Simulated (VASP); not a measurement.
# KMgF3 (cubic perovskite) (Pm-3m) in VASP: vibrations by perturbation theory with PBE

Aim: the vibrations by perturbation theory of KMgF3 (cubic perovskite) with PBE.

Everything below comes from runs of VASP 6.6.1. Logs are shortened: lines on timing, memory, paths and dates and some standing lists are left out, and cuts for length are marked.

## (1) The cell of the first run

It takes space group Pm-3m (No. 221, cubic). The conventional cell has a = 3.979 Å, b = 3.979 Å, c = 3.979 Å, α = 90.00°, β = 90.00°, γ = 90.00°. Within 3.7 Å of K (site symmetry m-3m) lie 12 F at 2.81 Å and 8 Mg at 3.45 Å. Within 2.6 Å of Mg (site symmetry m-3m) lie 6 F at 1.99 Å. Within 2.6 Å of F (site symmetry 4/mmm) lie 2 Mg at 1.99 Å.

## (2) Vibrations by perturbation theory, PBE

File INCAR:

```
SYSTEM = KMgF3
PREC = Accurate
ENCUT = 520
EDIFF = 1E-8
ISMEAR = 0
SIGMA = 0.01
LREAL = .False.
LASPH = .True.
NELM = 100
ALGO = Normal
ISIF = 2
LWAVE = .False.
LCHARG = .False.
GGA = PE
NBANDS = 24
IBRION = 8
NSW = 1
```

File KPOINTS:

```
regular mesh
0
Gamma
  6 6 6
  0 0 0
```

File POSCAR:

```
KMgF3
1.0
    3.9791132838      0.0000000000      0.0000000000
    0.0000000000      3.9791132838      0.0000000000
    0.0000000000      0.0000000000      3.9791132838
K Mg F
1 1 3
Direct
    0.5000000000      0.5000000000      0.5000000000
    0.0000000000      0.0000000000      0.0000000000
    0.5000000000      0.0000000000      0.0000000000
    0.0000000000      0.5000000000      0.0000000000
    0.0000000000      0.0000000000      0.5000000000
```

Potentials or basis: VASP PAW PBE potentials, release 64 (K_sv, Mg, F).

The run is started by

```console
cat potpaw_PBE.64/K_sv/POTCAR potpaw_PBE.64/Mg/POTCAR potpaw_PBE.64/F/POTCAR > POTCAR
mpirun -np 1 vasp_std > vasp.out
```

OUTCAR:

```text
SYSTEM = KMgF3
   PREC = Accurate
   ENCUT = 520
   EDIFF = 1E-8
   ISMEAR = 0
   LREAL = .False.
   LASPH = .True.
   NELM = 100
   ISIF = 2
   GGA = PE
   IBRION = 8
   NSW = 1

 ion  position               nearest neighbor table
   1  0.500  0.500  0.500-   3 2.81   4 2.81   5 2.81   3 2.81   4 2.81   3 2.81   5 2.81   3 2.81
                             4 2.81   5 2.81   4 2.81   5 2.81   2 3.45   2 3.45   2 3.45   2 3.45
   2  0.000  0.000  0.000-   3 1.99   4 1.99   5 1.99   5 1.99   4 1.99   3 1.99   1 3.45   1 3.45
                             1 3.45   1 3.45   1 3.45   1 3.45   1 3.45   1 3.45
   3  0.500  0.000  0.000-   2 1.99   2 1.99   1 2.81   1 2.81   1 2.81   1 2.81
   4  0.000  0.500  0.000-   2 1.99   2 1.99   1 2.81   1 2.81   1 2.81   1 2.81
   5  0.000  0.000  0.500-   2 1.99   2 1.99   1 2.81   1 2.81   1 2.81   1 2.81

  LATTYP: Found a simple cubic cell.
 ALAT       =     3.9791132838

  Lattice vectors:

 A1 = (   3.9791132838,   0.0000000000,   0.0000000000)
 A2 = (   0.0000000000,   3.9791132838,   0.0000000000)
 A3 = (   0.0000000000,   0.0000000000,   3.9791132838)

Analysis of symmetry for initial positions (statically):
=====================================================================
 Subroutine PRICEL returns:
 Original cell was already a primitive cell.

 Routine SETGRP: Setting up the symmetry group for a
 simple cubic supercell.

 Subroutine GETGRP returns: Found 48 space group operations
 (whereof 48 operations were pure point group operations)
 out of a pool of 48 trial point group operations.

The static configuration has the point symmetry O_h .

Analysis of symmetry for dynamics (positions and initial velocities):
=====================================================================
 Subroutine PRICEL returns:
 Original cell was already a primitive cell.

 Routine SETGRP: Setting up the symmetry group for a
 simple cubic supercell.

 Subroutine GETGRP returns: Found 48 space group operations
 (whereof 48 operations were pure point group operations)
 out of a pool of 48 trial point group operations.

The dynamic configuration has the point symmetry O_h .

 Subroutine INISYM returns: Found 48 space group operations
 (whereof 48 operations are pure point group operations),
 and found     1 'primitive' translations

----------------------------------------------------------------------------------------

                                     Primitive cell

  volume of cell :      63.0027

  direct lattice vectors                    reciprocal lattice vectors
     3.979113284  0.000000000  0.000000000     0.251312272  0.000000000  0.000000000
     0.000000000  3.979113284  0.000000000     0.000000000  0.251312272  0.000000000
     0.000000000  0.000000000  3.979113284     0.000000000  0.000000000  0.251312272

  length of vectors
     3.979113284  3.979113284  3.979113284     0.251312272  0.251312272  0.251312272

[... 683 lines left out ...]
  --------------------------------------------------------------------------------------
  -------------------------------------------------------------------------------------
  Total        1.4921449      1.4921449      1.4921449     -0.0000000     -0.0000000      0.0000000
  in kB       37.9457090     37.9457090     37.9457090     -0.0000000     -0.0000000      0.0000000
  external PRESSURE =      37.9457090 kB  Pullay stress =       0.0000000 kB

 VOLUME and BASIS-vectors are now :
 -----------------------------------------------------------------------------
  energy-cutoff  :      520.00
  volume of cell :       63.00
      direct lattice vectors                 reciprocal lattice vectors
     3.979113284  0.000000000  0.000000000     0.251312272  0.000000000  0.000000000
     0.000000000  3.979113284  0.000000000     0.000000000  0.251312272  0.000000000
     0.000000000  0.000000000  3.979113284     0.000000000  0.000000000  0.251312272

 POSITION                                       TOTAL-FORCE (eV/Angst)
 -----------------------------------------------------------------------------------
      1.98956      1.98956      1.98956         0.000000      0.000000      0.000000
      0.00000      0.00000      0.00000         0.000000      0.000000      0.000000
      1.98956      0.00000      0.00000         0.000000      0.000000      0.000000
      0.00000      1.98956      0.00000         0.000000      0.000000      0.000000
      0.00000      0.00000      1.98956         0.000000      0.000000      0.000000
 -----------------------------------------------------------------------------------
    total drift:                                0.000000     -0.000000      0.000000

  FREE ENERGIE OF THE ION-ELECTRON SYSTEM (eV)
  ---------------------------------------------------
  free  energy   TOTEN  =       -24.4066758874 eV

  energy  without entropy=      -24.4066758874  energy(sigma->0) =      -24.40667589

[... ionic steps 2 to 9 ...]

--------------------------------------- Ionic step       10  -------------------------------------------

------------------------ aborting loop because EDIFF is reached ----------------------------------------

--------------------------------------- Ionic step       11  -------------------------------------------

 Free energy of the ion-electron system (eV)
  ---------------------------------------------------
  ---------------------------------------------------
  free energy    TOTEN  =        -0.53790459 eV

  energy without entropy =       -0.53790459

------------------------ aborting loop because EDIFF is reached ----------------------------------------

 INTERNAL STRAIN TENSOR  FOR ION    3  DIRECTION 2   (eV/Angst):
 -----------------------------------------------------------------------------
    -0.00637  0.00000  0.00000
     0.00000  0.00174  0.00000
     0.00000  0.00000  0.00503

 INTERNAL STRAIN TENSOR FOR ION    5 for displacements in x,y,z  (eV/Angst):
          X           Y           Z          XY          YZ          ZX
  --------------------------------------------------------------------------------
  x     0.00000     0.00000     0.00000     0.00000     0.00000     0.00000
  y     0.00000     0.00000     0.00000     0.00000     0.00000     0.00000
  z     0.00000     0.00000     0.00000     0.00000     0.00000     0.00000

 SECOND DERIVATIVES (NOT SYMMETRIZED)
 ------------------------------------
               1X          1Y          1Z          2X          2Y          2Z          3X          3Y          3Z          4X          4Y          4Z          5X          5Y          5Z
  1X    -2.592620   -0.000000   -0.000000    1.265726    0.000000    0.000000    0.371447   -0.000000    0.000000    0.477724   -0.000000    0.000000    0.477724   -0.000000   -0.000000
  1Y    -0.000000   -2.592620   -0.000000    0.000000    1.265726    0.000000   -0.000000    0.477724    0.000000   -0.000000    0.371447    0.000000   -0.000000    0.477724   -0.000000
  1Z    -0.000000   -0.000000   -2.592620   -0.000000   -0.000000    1.265726   -0.000000    0.000000    0.477724    0.000000   -0.000000    0.477724    0.000000    0.000000    0.371447
  2X     1.269631    0.000000    0.000000   -9.766980    0.000000    0.000000    6.928151    0.000000    0.000000    0.784599    0.000000    0.000000    0.784599    0.000000    0.000000
  2Y     0.000000    1.269631    0.000000    0.000000   -9.766980   -0.000000    0.000000    0.784599   -0.000000    0.000000    6.928151    0.000000    0.000000    0.784599    0.000000
  2Z     0.000000    0.000000    1.269631   -0.000000   -0.000000   -9.766980    0.000000   -0.000000    0.784599   -0.000000    0.000000    0.784599    0.000000    0.000000    6.928151
  3X     0.377769    0.000000    0.000000    6.930233    0.000000   -0.000000  -11.737516   -0.000000    0.000000    2.214757    0.000000   -0.000000    2.214757   -0.000000    0.000000
  3Y     0.000000    0.485097    0.000000    0.000000    0.786583    0.000000    0.000000   -3.043069    0.000000    0.000000    2.216317    0.000000    0.000000   -0.444929    0.000000
  3Z     0.000000    0.000000    0.485097    0.000000    0.000000    0.786583    0.000000    0.000000   -3.043069    0.000000    0.000000   -0.444929    0.000000    0.000000    2.216317
  4X     0.485097    0.000000    0.000000    0.786583    0.000000    0.000000    2.216317    0.000000    0.000000   -3.043069    0.000000    0.000000   -0.444929    0.000000    0.000000
  4Y     0.000000    0.377769    0.000000    0.000000    6.930233   -0.000000    0.000000    2.214757    0.000000   -0.000000  -11.737516    0.000000   -0.000000    2.214757    0.000000
  4Z     0.000000    0.000000    0.485097    0.000000    0.000000    0.786583    0.000000    0.000000   -0.444929    0.000000    0.000000   -3.043069    0.000000    0.000000    2.216317
  5X     0.485097    0.000000    0.000000    0.786583    0.000000    0.000000    2.216317    0.000000    0.000000   -0.444929    0.000000    0.000000   -3.043069    0.000000    0.000000
  5Y     0.000000    0.485097    0.000000    0.000000    0.786583    0.000000    0.000000   -0.444929    0.000000    0.000000    2.216317    0.000000    0.000000   -3.043069    0.000000
  5Z     0.000000    0.000000    0.377769    0.000000    0.000000    6.930233    0.000000   -0.000000    2.214757   -0.000000    0.000000    2.214757   -0.000000   -0.000000  -11.737516

 Eigenvectors and eigenvalues of the dynamical matrix
 ----------------------------------------------------

   1 f  =   14.553241 THz    91.440709 2PiTHz  485.443863 cm-1    60.187341 meV
             X         Y         Z           dx          dy          dz
      1.989557  1.989557  1.989557     0.000000    0.000000    0.019206
      0.000000  0.000000  0.000000    -0.000000   -0.000000   -0.552269
      1.989557  0.000000  0.000000     0.000000   -0.000000   -0.110709
      0.000000  1.989557  0.000000    -0.000000    0.000000   -0.110709
      0.000000  0.000000  1.989557    -0.000000   -0.000000    0.818607
[... 105 lines left out ...]
  15 f/i=    0.011845 THz     0.074427 2PiTHz    0.395123 cm-1     0.048989 meV
             X         Y         Z           dx          dy          dz
      1.989557  1.989557  1.989557     0.036709    0.421411   -0.384705
      0.000000  0.000000  0.000000     0.028821    0.330866   -0.302047
      1.989557  0.000000  0.000000     0.025466    0.292119   -0.266676
      0.000000  1.989557  0.000000     0.025446    0.292343   -0.266676
      0.000000  0.000000  1.989557     0.025446    0.292119   -0.266880

--------------------------------------------------------------------------------------------------------

 ELASTIC MODULI CONTR FROM IONIC RELAXATION (kBar)
 Direction    XX          YY          ZZ          XY          YZ          ZX
 --------------------------------------------------------------------------------
 XX           0.0000      0.0000      0.0000      0.0000      0.0000      0.0000
 YY           0.0000      0.0000      0.0000      0.0000      0.0000      0.0000
 ZZ           0.0000      0.0000      0.0000      0.0000      0.0000      0.0000
 XY           0.0000      0.0000      0.0000      0.0000      0.0000      0.0000
 YZ           0.0000      0.0000      0.0000      0.0000      0.0000      0.0000
 ZX           0.0000      0.0000      0.0000      0.0000      0.0000      0.0000
 --------------------------------------------------------------------------------
```

Run time: 11 min. Hardware: 1 thread of AMD EPYC 7R13, shared host; peak memory 0.34 GiB.

Results:

```yaml
Highest_phonon_frequency_at_Γ_LO-TO_splitting_left_out: 485 cm⁻¹
```

Phonon frequencies in cm⁻¹ (negative: imaginary):
```
              q point                                            frequencies
(0.000, 0.000, 0.000)  0 0 0 162 162 162 193 193 193 288 288 288 485 485 485
```

Caveat: the cell wasn't relaxed at this level first, which shifts response properties.
